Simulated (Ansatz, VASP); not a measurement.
## Sb: VASP beside Ansatz

```xyz
1
Lattice="-0.0461 2.2820 2.2820 2.2820 -0.0461 2.2820 2.2820 2.2820 -0.0461" Properties=species:S:1:pos:R:3 pbc="T T T"
Sb    0.0000    0.0000    0.0000
```

Change from the starting cell: equal xy, yz and zx shear strains of -2 %.

Alike in both runs: task single point; functional PBEsol; k mesh 12 × 12 × 12; occupations fermi-dirac, width 0.05 eV; no spin polarisation.

```csv
,VASP,Ansatz
version,VASP 6.6.1,Ansatz 0.2.0
potentials or method,"VASP PAW PBE potentials, release 64 (Sb), cutoff 520 eV","all-electron LAPW, scalar-relativistic"
```

|  | VASP | Ansatz | Ansatz less VASP |
| --- | --- | --- | --- |
| pressure (GPa) | 5.5 | 5.5 | -0.03 |
| traceless stress, the component that is largest in VASP (GPa) | 0.29 | 0.26 | -0.022 |

VASP's potentials were made for PBE, not for PBEsol. Ansatz ran all-electron here, and VASP with PAW potentials.

Spin-orbit coupling is off throughout.
